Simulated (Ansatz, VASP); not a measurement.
Si2Mo in VASP and in Ansatz

Contents of INCAR:

```
  PREC = Accurate
  ENCUT = 600
  EDIFF = 1E-7
  ISMEAR = 0
  SIGMA = 0.1
  LREAL = False
  LASPH = True
  NELM = 100
  ALGO = Normal
  ISIF = 3
  LWAVE = False
  LCHARG = False
  GGA = PE
  IBRION = 2
  NSW = 100
  EDIFFG = -0.002
```

KPOINTS

```
Automatic mesh
0
Gamma
  18 18 18
```

File POSCAR:

```
Si2Mo
1.0
   -1.6000000000      1.6000000000      3.9305000000
    1.6000000000     -1.6000000000      3.9305000000
    1.6000000000      1.6000000000     -3.9305000000
Si Mo
2 1
Direct
    0.3330000000      0.3330000000      0.0000000000
    0.6670000000      0.6670000000      0.0000000000
    0.0000000000      0.0000000000      0.0000000000
```

Input for Ansatz:

```yaml
crystal:
  lattice:
    - [-1.6, 1.6, 3.9305]
    - [1.6, -1.6, 3.9305]
    - [1.6, 1.6, -3.9305]
  atoms:
    - { symbol: Si, position: [0.333, 0.333, 0.0] }
    - { symbol: Si, position: [0.667, 0.667, 0.0] }
    - { symbol: Mo, position: [0.0, 0.0, 0.0] }
basis:
  ecutwfc: 420
kpoints:
  mp_grid: { grid: [18, 18, 18] }
hamiltonian:
  xc: pbe
scf:
  occupations: { method: gaussian, width: 0.1 }
  mixing: { beta: 0.2 }
  n_extra_bands: 16
output:
  forces: true
  stress: true
  eigenvalues: true
  write_density: true
  write_potential: true
  elf: true
  volumetric_format: npy
relax:
  adjacent_minimum: "off"
  f_tol: 0.002
  max_steps: 80
  cell: { stress_tol: 0.02 }
```

Alike in both runs: task relaxation of cell and atoms; functional PBE; k mesh 18 × 18 × 18; occupations gaussian, width 0.1 eV; no spin polarisation.

|  | VASP | Ansatz |
| --- | --- | --- |
| version | VASP 6.6.1 | Ansatz 0.2.0 |
| potentials or method | VASP PAW PBE potentials, release 64 (Si, Mo_sv), cutoff 600 eV | scalar-relativistic, plane waves, PAW |
| valence electrons in the cell | 22 | 22 |

```csv
,VASP,Ansatz,Ansatz less VASP
"gap on the k mesh at the Fermi level, each at its own relaxed structure (eV)",none,none,-
relaxed volume (Å³/atom),13.59,13.58,-0.008
relaxed cell length with the largest relative difference (Å),4.547,4.546,-0.0007
```

A gap of «none» marks a metal or a gap that the smearing closes.
